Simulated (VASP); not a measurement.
ZnS:

```
Zn S
1.0
     3.89767    0.00000    0.00000
    -1.94884    3.37548    0.00000
     0.00000    0.00000   12.76555
Zn S
4 4
Direct
  0.66667 0.33333 0.75000
  0.33333 0.66667 0.25000
  0.00000 0.00000 0.50000
  0.00000 0.00000 0.00000
  0.66667 0.33333 0.93750
  0.33333 0.66667 0.43750
  0.00000 0.00000 0.68750
  0.00000 0.00000 0.18750
```

Base run:

* Program: VASP 6.6.1
* Functional: SVWN5
* Potentials or basis: VASP PAW PBE potentials, release 64 (Zn, S)
* Cutoff: 520 eV
* k mesh: 8 × 8 × 3
* Occupations: fermi-dirac, width 0.05 eV
* Spin: no spin polarisation

Its results: band gap on the k mesh 1.62 eV; pressure -7.9 GPa; largest force 0.026 eV/Å.

Q: The run is repeated on the same cell with these changes: functional from SVWN5 to PBE. What comes out?

A: Band gap on the k mesh 1.88 eV; pressure -2.4 GPa; largest force 0.030 eV/Å.

PBE binds less tightly than SVWN5, so the same cell stands under more pressure.

Caveats: the cell stands under tension (at least some runs); the PAW data sets were made with another functional, which shifts forces and pressure a little (at least some runs).

A k mesh can miss the band edges.
